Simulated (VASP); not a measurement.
Here is a VASP 6.6.1 calculation.

File INCAR:

```
SYSTEM = MoS2
PREC = Accurate
ENCUT = 520
EDIFF = 1E-7
ISMEAR = 0
SIGMA = 0.05
LREAL = .False.
LASPH = .True.
NELM = 80
ALGO = Normal
ISIF = 2
LWAVE = .False.
LCHARG = .False.
GGA = PS
NBANDS = 35
```

KPOINTS

```
regular mesh
0
Gamma
  10 10 2
  0 0 0
```

Contents of POSCAR:

```
MoS2
1.0
   -3.1414322132      0.0000000000      0.0000000000
   -1.5707161066     -2.7205601009      0.0000000000
   -0.3925219550     -0.2266226564     12.5788195080
Mo S
2 4
Direct
    0.3125083333      0.3125083333      0.2500000000
    0.6041916667      0.6041916667      0.7500000000
    0.2811830483      0.2811830483      0.6260538420
    0.6561663816      0.6561663816      0.1260538420
    0.2605336184      0.2605336184      0.8739461580
    0.6355169517      0.6355169517      0.3739461580
```

Potentials or basis: VASP PAW PBE potentials, release 64 (Mo_sv, S).

Launch:

```bash
$ cat potpaw_PBE.64/Mo_sv/POTCAR potpaw_PBE.64/S/POTCAR > POTCAR
$ mpirun -np 1 vasp_std > vasp.out
```

Q: What does it give for the pressure?

A: 0.0 GPa.

Q: Predict the band gap on the k mesh.

A: 1.03 eV (least direct gap 1.97 eV).

Forces in eV/Å, atoms in the order of the input:
```
Mo   0.011  0.007 -0.001
Mo  -0.011 -0.007  0.001
S    0.003  0.002 -0.001
S    0.013  0.007  0.019
S   -0.013 -0.007 -0.019
S   -0.003 -0.002  0.001
```

Caveat: the PAW data sets were made with another functional, which shifts forces and pressure a little; this functional lacks dispersion, which binds the layers, so the pressure and a relaxed spacing across them are unreliable. A k mesh can miss the band edges.
